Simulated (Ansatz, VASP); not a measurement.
## Two plane-wave programs on BN

The input INCAR:

```
PREC = Accurate
ENCUT = 600
EDIFF = 1E-6
ISMEAR = 0
SIGMA = 0.01
LREAL = False
LASPH = True
NELM = 120
ALGO = Normal
ISIF = 2
LWAVE = False
LCHARG = False
GGA = PS
NBANDS = 11
GGA_COMPAT = False
```

Contents of KPOINTS:

```
Automatic mesh
0
Gamma
  10 10 10
```

Contents of POSCAR:

```
BN
1.0
    0.0000000000      1.8025733205      1.8025733205
    1.8025733205      0.0000000000      1.8025733205
    1.8025733205      1.8025733205      0.0000000000
B N
1 1
Direct
    0.0000000000      0.0000000000      0.0000000000
    0.2500000000      0.2500000000      0.2500000000
```

Input for Ansatz:

```yaml
crystal:
  lattice:
    - [0.0, 1.8025733205, 1.8025733205]
    - [1.8025733205, 0.0, 1.8025733205]
    - [1.8025733205, 1.8025733205, 0.0]
  atoms:
    - { symbol: B, position: [0.0, 0.0, 0.0] }
    - { symbol: "N", position: [0.25, 0.25, 0.25] }
basis:
  ecutwfc: 600.0
kpoints:
  mp_grid: { grid: [10, 10, 10] }
  band_path:
    path:
      - [0.0, 0.0, 0.0]
      - [0.0, 0.0, 0.0]
      - [0.5, 0.5, 0.0]
      - [0.5, 0.5, 0.5]
      - [0.0034426615, 0.0034426615, 0.0]
      - [-0.0034426615, -0.0034426615, 0.0]
      - [0.003975243, 0.003975243, 0.003975243]
      - [-0.003975243, -0.003975243, -0.003975243]
      - [0.0034426615, 0.0034426615, 0.0]
      - [-0.0034426615, -0.0034426615, 0.0]
      - [0.5034426615, 0.5034426615, 0.0]
      - [0.4965573385, 0.4965573385, 0.0]
      - [0.5, 0.5034426615, 0.0034426615]
      - [0.5, 0.4965573385, -0.0034426615]
      - [0.503975243, 0.503975243, 0.503975243]
      - [0.496024757, 0.496024757, 0.496024757]
      - [0.4975656707, 0.5024343293, 0.5]
      - [0.5024343293, 0.4975656707, 0.5]
    npoints: 1
hamiltonian:
  xc: pbesol
  pseudopotentials: { kind: paw, azcp: { folder: soft_1 } }
scf:
  occupations: { method: fixed }
  n_extra_bands: 5
output:
  forces: true
  stress: true
  eigenvalues: true
```

Alike in both runs: task single point; functional PBEsol; k mesh 10 × 10 × 10; no spin polarisation.

|  | VASP | Ansatz |
| --- | --- | --- |
| version | VASP 6.6.1 | Ansatz 0.2.0 |
| potentials or method | VASP PAW PBE potentials, release 64 (B, N), cutoff 600 eV | scalar-relativistic, plane waves, PAW |
| occupations | gaussian, width 0.01 eV | fixed |
| valence electrons in the cell | 8 | 8 |

VASP gave:

- gap on the k mesh at the Fermi level (eV): 4.29
- least direct gap on the mesh (eV): 8.80
- pressure (GPa): 0.5

Task: Estimate Ansatz's values.

Result: gap on the k mesh at the Fermi level (eV): 4.29; least direct gap on the mesh (eV): 8.80; pressure (GPa): 0.0.

VASP's potentials were made for PBE, not for PBEsol, and Ansatz warns of the same on its side.
